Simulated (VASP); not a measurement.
Write the native input for VASP 6.6.1 that does the following.

| Property | Result |
| --- | --- |
| Task | single point |
| Functional | PBE |
| Potentials or basis | VASP PAW PBE potentials, release 64 (Co, O) |
| Cutoff | 520 eV |
| k mesh | 9 × 9 × 3 |
| Occupations | gaussian, width 0.05 eV |
| Spin | collinear spin, antiferromagnetic start |
| Starting moments | [-2.67, -2.67, 2.67, 2.67, 0.0, 0.0, 0.0, 0.0] μB |
| Hubbard terms | Co d U = 3.32 eV |
| Dipole correction | no |
| Further INCAR settings | ALGO = Normal; EDIFF = 1e-07; NBANDS = 44 |

The structure of CoO lies in POSCAR:

```
CoO
1.0
   -3.2860698174      0.0000000000      0.0000000000
   -1.6430349087     -2.8458199405      0.0000000000
    0.0000000000      0.0000000000     10.5922898689
Co O
4 4
Direct
    0.0000000000      0.0000000000      0.0002610451
    0.0000000000      0.0000000000      0.5002610451
    0.3333333333      0.3333333333      0.2502611359
    0.3333333333      0.3333333333      0.7502611359
    0.0000000000      0.0000000000      0.1872392158
    0.0000000000      0.0000000000      0.6872392158
    0.3333333333      0.3333333333      0.4372391031
    0.3333333333      0.3333333333      0.9372391031
```

These files were run (other wordings do the same):

INCAR

```
PREC = Accurate
ENCUT = 520
EDIFF = 1E-7
ISMEAR = 0
SIGMA = 0.05
LREAL = False
LASPH = True
NELM = 150
ALGO = Normal
ISIF = 2
LWAVE = False
LCHARG = True
ISPIN = 2
MAGMOM = -2.67 -2.67 2.67 2.67 0 0 0 0
LORBIT = 11
LMAXMIX = 4
LDAU = True
LDAUTYPE = 2
LDAUL = 2 -1
LDAUU = 3.32 0
LDAUJ = 0 0
LDAUPRINT = 1
GGA = PE
LELF = True
LVHAR = True
NBANDS = 44
```

KPOINTS

```
regular mesh
0
Gamma
  9 9 3
```

Potentials or basis: VASP PAW PBE potentials, release 64 (Co, O).

The run is started by

```console
$ cat potpaw_PBE.64/Co/POTCAR potpaw_PBE.64/O/POTCAR > POTCAR
$ mpirun -np 1 vasp_std > vasp.out
```

It gave:

| Quantity | Value |
| --- | --- |
| Pressure | -1.7 GPa |
| Largest force | 0.009 eV/Å |
| Band gap on the k mesh | 1.20 eV |
| Net moment | 0.00 μB per cell |
| Site moments | Co -2.66, +2.66 (each value once); O +0.09, -0.09 (each value once) μB |
| Valence electrons inside the program's atomic spheres | Co 7.87; O 5.00 |

Caveat: an odd mesh through Γ misses points on the zone boundary, where band edges can lie.

Wall time 6.3 min on 1 thread of AMD EPYC 7R43 64-Core Processor (Zen 3), on a shared host, peak memory 0.28 GiB.
